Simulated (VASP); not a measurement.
# Ge (I4_1/amd) in VASP: relaxation of cell and atoms with PBE

Aim: the relaxation of cell and atoms of Ge with PBE.

Everything below comes from runs of VASP 6.6.1. Logs are shortened: lines on timing, memory, paths and dates and some standing lists are left out, and cuts for length are marked.

## 1. The cell of the first run

Symmetry: I4_1/amd, No. 141, tetragonal system. The conventional cell has a = 4.131 Å, b = 4.131 Å, c = 2.272 Å, α = 90.00°, β = 90.00°, γ = 90.00°. Within 2.8 Å of Ge (site symmetry -4m2) lie 10 Ge at 2.14 to 2.68 Å.

## 2. Relaxation of cell and atoms, PBE, target pressure 220 GPa, at which the enthalpy is minimised

Input file INCAR:

```
SYSTEM = Ge
  PREC = Accurate
  ENCUT = 600
  EDIFF = 1E-7
  ISMEAR = -1
  SIGMA = 0.05
  LREAL = .False.
  LASPH = .True.
  NELM = 80
  ALGO = Normal
  ISIF = 3
  LWAVE = .False.
  LCHARG = .False.
  GGA = PE
  IBRION = 2
  NSW = 60
  EDIFFG = -0.005
  PSTRESS = 2200.0
```

Input file KPOINTS:

```
regular mesh
0
Gamma
  19 19 19
  0 0 0
```

Input file POSCAR:

```
Ge
1.0
   -2.0654795071      2.0654795071      1.1360137289
    2.0654795071     -2.0654795071      1.1360137289
    2.0654795071      2.0654795071     -1.1360137289
Ge
2
Direct
   -0.3750000000     -0.1250000000     -0.2500000000
    0.3750000000      0.1250000000      0.2500000000
```

Potentials or basis: VASP PAW PBE potentials, release 64 (Ge_d).

On the command line:

```bash
cat potpaw_PBE.64/Ge_d/POTCAR > POTCAR
mpirun -np 1 vasp_std > vasp.out
```

OUTCAR:

```text
SYSTEM = Ge
   PREC = Accurate
   ENCUT = 600
   EDIFF = 1E-7
   ISMEAR = -1
   LREAL = .False.
   LASPH = .True.
   NELM = 80
   ISIF = 3
   GGA = PE
   IBRION = 2
   NSW = 60
   EDIFFG = -0.005
   PSTRESS = 2200.0

 ion  position               nearest neighbor table
   1  0.625  0.875  0.750-   2 2.14   2 2.14   2 2.14   2 2.14   2 2.68   2 2.68   2 2.68   2 2.68

   2  0.375  0.125  0.250-   1 2.14   1 2.14   1 2.14   1 2.14   1 2.68   1 2.68   1 2.68   1 2.68

  LATTYP: Found a body centered tetragonal cell.
 ALAT       =     4.1309590142
 C/A-ratio  =     0.5500000000

  Lattice vectors:

 A1 = (  -2.0654795071,   2.0654795071,   1.1360137289)
 A2 = (   2.0654795071,  -2.0654795071,   1.1360137289)
 A3 = (   2.0654795071,   2.0654795071,  -1.1360137289)

Analysis of symmetry for initial positions (statically):
=====================================================================
 Subroutine PRICEL returns:
 Original cell was already a primitive cell.

 Routine SETGRP: Setting up the symmetry group for a
 body centered tetragonal supercell.

 Subroutine GETGRP returns: Found 16 space group operations
 (whereof  4 operations were pure point group operations)
 out of a pool of 16 trial point group operations.

The static configuration has the point symmetry C_2h.
 The point group associated with its full space group is D_4h.

Analysis of symmetry for dynamics (positions and initial velocities):
=====================================================================
 Subroutine PRICEL returns:
 Original cell was already a primitive cell.

 Routine SETGRP: Setting up the symmetry group for a
 body centered tetragonal supercell.

 Subroutine GETGRP returns: Found 16 space group operations
 (whereof  4 operations were pure point group operations)
 out of a pool of 16 trial point group operations.

The dynamic configuration has the point symmetry C_2h.
 The point group associated with its full space group is D_4h.

 Subroutine INISYM returns: Found 16 space group operations
 (whereof  4 operations are pure point group operations),
 and found     1 'primitive' translations

----------------------------------------------------------------------------------------

                                     Primitive cell

  volume of cell :      19.3859

  direct lattice vectors                    reciprocal lattice vectors
    -2.065479507  2.065479507  1.136013729     0.000000000  0.242074539  0.440135526
     2.065479507 -2.065479507  1.136013729     0.242074539  0.000000000  0.440135526
     2.065479507  2.065479507 -1.136013729     0.242074539  0.242074539  0.000000000

  length of vectors
     3.134156726  3.134156726  3.134156726     0.502314009  0.502314009  0.342345097

  position of ions in fractional coordinates (direct lattice)
     0.625000000  0.875000000  0.750000000
     0.375000000  0.125000000  0.250000000

  ion indices of the primitive-cell ions
   primitive index   ion index
                 1           1
                 2           2

----------------------------------------------------------------------------------------

 KPOINTS: regular mesh

Automatic generation of k-mesh.
 Grid dimensions read from file:
 generate k-points for:   19   19   19

 Generating k-lattice:

  Cartesian coordinates                     Fractional coordinates (reciprocal lattice)
     0.000000000  0.012740765  0.023165028     0.052631579  0.000000000  0.000000000
     0.012740765  0.000000000  0.023165028     0.000000000  0.052631579  0.000000000
     0.012740765  0.012740765  0.000000000     0.000000000  0.000000000  0.052631579

  Length of vectors
     0.026437579  0.026437579  0.018018163

  Shift w.r.t. Gamma in fractional coordinates (k-lattice)
     0.000000000  0.000000000  0.000000000

 Subroutine IBZKPT returns following result:
 ===========================================

 Found    550 irreducible k-points:

 Following reciprocal coordinates:
            Coordinates               Weight
  0.000000  0.000000  0.000000      1.000000
  0.052632  0.000000 -0.000000      8.000000
  0.105263  0.000000 -0.000000      8.000000
  0.157895  0.000000 -0.000000      8.000000
  0.210526  0.000000 -0.000000      8.000000
  0.263158  0.000000 -0.000000      8.000000
[... 16 lines left out ...]
 -0.315789  0.052632  0.000000     16.000000
 -0.263158  0.052632  0.000000     16.000000
 [... further k-points ...]
   k-points           NKPTS =    550   k-points in BZ     NKDIM =    550   number of bands    NBANDS=     18
   number of dos      NEDOS =    301   number of ions     NIONS =      2
   total plane-waves  NPLWV =  21952
   dimension x,y,z NGX =    28 NGY =   28 NGZ =   28
   dimension x,y,z NGXF=    56 NGYF=   56 NGZF=   56
   ions per type =               2
   NGX,Y,Z   is equivalent  to a cutoff of  14.85, 14.85, 14.85 a.u.
   NGXF,Y,Z  is equivalent  to a cutoff of  29.70, 29.70, 29.70 a.u.
 SYSTEM =  Ge
   PREC   = accura    normal or accurate (medium, high low for compatibility)
   ISTART =      0    job   : 0-new  1-cont  2-samecut
   ICHARG =      2    charge: 1-file 2-atom 10-const
   ISPIN  =      1    spin polarized calculation?
   LNONCOLLINEAR =      F non collinear calculations
   LSORBIT =      F    spin-orbit coupling
   LASPH  =      T    aspherical Exc in radial PAW
   ENCUT  =  600.0 eV  44.10 Ry    6.64 a.u.   6.26  6.26  6.26*2*pi/ulx,y,z
   NELM   =     80;   NELMIN=  2; NELMDL= -5     # of ELM steps
   EDIFF  = 0.1E-06   stopping-criterion for ELM
   LREAL  =      F    real-space projection
   EDIFFG = -.5E-02   stopping-criterion for IOM
   NSW    =     60    number of steps for IOM
   IBRION =      2    ionic relax: 0-MD 1-quasi-New 2-CG
   NFREE  =      1    steps in history (QN), initial steepest desc. (CG)
   ISIF   =      3    stress and relaxation
   ISYM   =      2    0-nonsym 1-usesym 2-fastsym
   POTIM  = 0.5000    time-step for ionic-motion
   TEBEG  =    0.0;   TEEND  =   0.0 temperature during run
   PSTRESS= 2200.0 pullay stress
   NELECT =      28.0000    total number of electrons
   NUPDOWN=      -1.0000    fix difference up-down
   EMIN   =  10.00;   EMAX   =-10.00  energy-range for DOS
   EFERMI =   0.00;   METHOD = LEGACY
   ISMEAR =    -1;   SIGMA  =   0.05  broadening in eV -4-tet -1-fermi 0-gaus
   EFERMI_NEDOS =   21; number of points for ismear=-14 and -15
   IALGO  =     38    algorithm
   IMIX   =      4    mixing-type and parameters
     AMIX     =   0.40;   BMIX     =  1.00
     AMIX_MAG =   1.60;   BMIX_MAG =  1.00
  volume/ion in A,a.u.               =       9.69        65.41
  Fermi-wavevector in a.u.,A,eV,Ry     =   1.850542  3.497018 46.593252  3.424507
  Thomas-Fermi vector in A             =   2.900704
   LORBIT       =      0    0 simple, 1 ext, 2 COOP (PROOUT), +10 PAW based schemes
   GGA     = PE    functional components
   LHFCALC =     F    Hartree Fock is set to
   AEXX    =    0.0000 exact exchange contribution
   IVDW    =     0    specifies the selected vdW correction
   LEPSILON=     F    determine dielectric tensor
   LRPA    =     F    only Hartree local field effects (RPA)
 conjugate gradient relaxation of ions
 non-spin polarized calculation
  energy-cutoff  :      600.00
  volume of cell :       19.39
 maximum number of plane-waves:       662
 NGX is ok and might be reduce to    28
   NGX = 13   NGY = 13   NGZ = 13

--------------------------------------- Ionic step        1  -------------------------------------------

 number of electron      27.9999997 magnetization

 Free energy of the ion-electron system (eV)
  ---------------------------------------------------
  ext. energy  EPLUGINS =         0.00000000
  ---------------------------------------------------
  free energy    TOTEN  =        -1.21821076 eV

  energy without entropy =       -1.21442936  energy(sigma->0) =       -1.21632006

------------------------ aborting loop because EDIFF is reached ----------------------------------------

  FORCE on cell =-STRESS in cart. coord.  units (eV):
  Direction    XX          YY          ZZ          XY          YZ          ZX
  --------------------------------------------------------------------------------------
  -------------------------------------------------------------------------------------
  Total       28.7547699     28.7547699     27.3669832     -0.0000000     -0.0000000      0.0000000
  in kB     2376.4852696   2376.4852696   2261.7893561     -0.0000000     -0.0000000      0.0000000
  external PRESSURE =     138.2532984 kB  Pullay stress =    2200.0000000 kB
[... 213 lines left out ...]
  enthalpy is  TOTEN    =        25.3824456937 eV   P V=       27.0477089816

--------------------------------------- Ionic step        7  -------------------------------------------

 number of electron      27.9999986 magnetization

 Free energy of the ion-electron system (eV)
  ---------------------------------------------------
  ext. energy  EPLUGINS =         0.00000000
  ---------------------------------------------------
  free energy    TOTEN  =        -1.66437588 eV

  energy without entropy =       -1.66043190  energy(sigma->0) =       -1.66240389

 E-fermi :  16.5560     XC(G=0): -14.9439

 val. band max:       16.5529432896   @ k =  -0.1579   0.4737   0.1053
 cond. band min:      16.5575172980   @ k =  -0.1053  -0.4737   0.0526
 fundamental gap:      0.0045740084
 Fermi energy:        16.5559918623

 k-point     1 :       0.0000    0.0000    0.0000
  band No.  band energies     occupation
      1     -10.2924      2.00000
      2     -10.1082      2.00000
      3     -10.0032      2.00000
      4      -9.9520      2.00000
      5      -9.3073      2.00000
      6      -9.3073      2.00000
[... 10 lines left out ...]
     17      28.9927      0.00000
     18      30.6986      0.00000
[... 466 lines left out ...]
      2      -9.9315      2.00000
      3      -9.8358      2.00000
      4      -9.6961      2.00000
      5      -9.5302      2.00000
      6      -9.3778      2.00000
[... 10 lines left out ...]
     17      22.8729      0.00000
     18      24.6250      0.00000

 [... further k-points ...]

------------------------ aborting loop because EDIFF is reached ----------------------------------------

  FORCE on cell =-STRESS in cart. coord.  units (eV):
  Direction    XX          YY          ZZ          XY          YZ          ZX
  --------------------------------------------------------------------------------------
  -------------------------------------------------------------------------------------
  Total       27.0491516     27.0491516     27.0527268      0.0000000      0.0000000      0.0000000
  in kB     2200.1895510   2200.1895510   2200.4803611      0.0000000      0.0000000      0.0000000
  external PRESSURE =       0.2864877 kB  Pullay stress =    2200.0000000 kB
[... 17 lines left out ...]
  FREE ENERGIE OF THE ION-ELECTRON SYSTEM (eV)
  ---------------------------------------------------
  free  energy   TOTEN  =        -1.6643758792 eV

  energy  without entropy=       -1.6604319049  energy(sigma->0) =       -1.66240389

  enthalpy is  TOTEN    =        25.3824453684 eV   P V=       27.0468212476

 reached required accuracy - stopping structural energy minimisation
```

Wall time 13 min (1 thread of AMD EPYC 9R45 (Zen 5), shared host); peak memory 0.3 GiB.

What came out:

```
Free energy                                                : -1.6644 eV
Relaxed volume                                             : 9.85 Å³/atom
Relaxed cell                                               : a = 3.158 Å, b = 3.158 Å, c = 3.158 Å, α = 97.40°, β = 97.40°, γ = 137.95°
Space group after relaxing (to 0.1 Å)                      : I4_1/amd (No. 141)
Energy change on relaxing (the run minimises the enthalpy) : -223.1 meV/atom
Ionic steps                                                : 7
Pressure after relaxing                                    : 220.0 GPa
Band gap on the k mesh                                     : zero (bands 14 and 15 overlap by 10.65 eV)
```

Step by step:
```tsv
step	energy change (eV)	largest force (eV/Å)	pressure (GPa)	volume (Å³)
1	0.0000	0.0000	233.83	19.39
2	-2.8346	0.0000	147.58	21.82
3	-0.5169	0.0000	217.89	19.75
4	-0.4865	0.0000	218.86	19.73
5	-0.3795	0.0000	222.01	19.65
6	-0.4471	0.0000	219.94	19.70
7	-0.4462	0.0000	220.03	19.70
```

Final structure:
```cif
data_structure
_symmetry_space_group_name_H-M 'P 1'
_symmetry_Int_Tables_number 1
_cell_length_a 3.1583
_cell_length_b 3.1583
_cell_length_c 3.1583
_cell_angle_alpha 97.396
_cell_angle_beta 97.396
_cell_angle_gamma 137.947
_cell_volume 19.70
loop_
_atom_site_label
_atom_site_type_symbol
_atom_site_fract_x
_atom_site_fract_y
_atom_site_fract_z
_atom_site_occupancy
Ge1 Ge 0.62500 0.87500 0.75000 1
Ge2 Ge 0.37500 0.12500 0.25000 1
```

Caveat: the cell is relaxed towards a set pressure, so the run minimises the enthalpy, not the energy.
